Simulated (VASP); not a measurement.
Here is a VASP 6.6.1 calculation.

File INCAR:

```
  ALGO = Normal
  EDIFF = 1E-8
  ENCUT = 520
  GGA = PE
  ISIF = 2
  ISMEAR = 0
  LASPH = True
  LCHARG = False
  LEPSILON = True
  LREAL = False
  LWAVE = False
  NELM = 100
  PREC = Accurate
  SIGMA = 0.01
```

The input KPOINTS:

```
k-points
0
Gamma
  6 6 6
```

File POSCAR:

```
PbSe
1.0
    0.0000000000      3.4232041378      3.4232041378
    3.4232041378      0.0000000000      3.4232041378
    3.4232041378      3.4232041378      0.0000000000
Pb Se
1 1
Direct
    0.0000000000      0.0000000000      0.0000000000
    0.2500000000      0.2500000000      0.2500000000
```

Potentials or basis: VASP PAW PBE potentials, release 64 (Pb_d, Se).

The run is started by

```bash
$ cat potpaw_PBE.64/Pb_d/POTCAR potpaw_PBE.64/Se/POTCAR > POTCAR
$ mpirun -np 1 vasp_std > vasp.out
```

(1) Predict the electronic dielectric tensor (diagonal).

(2) Predict the Born charges (mean of the diagonal).

(3) What does it give for the band gap on the k mesh?

## Answers

(1) 7.92.

(2) Pb +2.22; Se -2.22 e.

(3) 0.75 eV (least direct gap 1.15 eV).

Caveat: the structure was generated, so it needn't be the stable form of PbSe; spin-orbit coupling is left out, which moves the levels of the heavy elements.
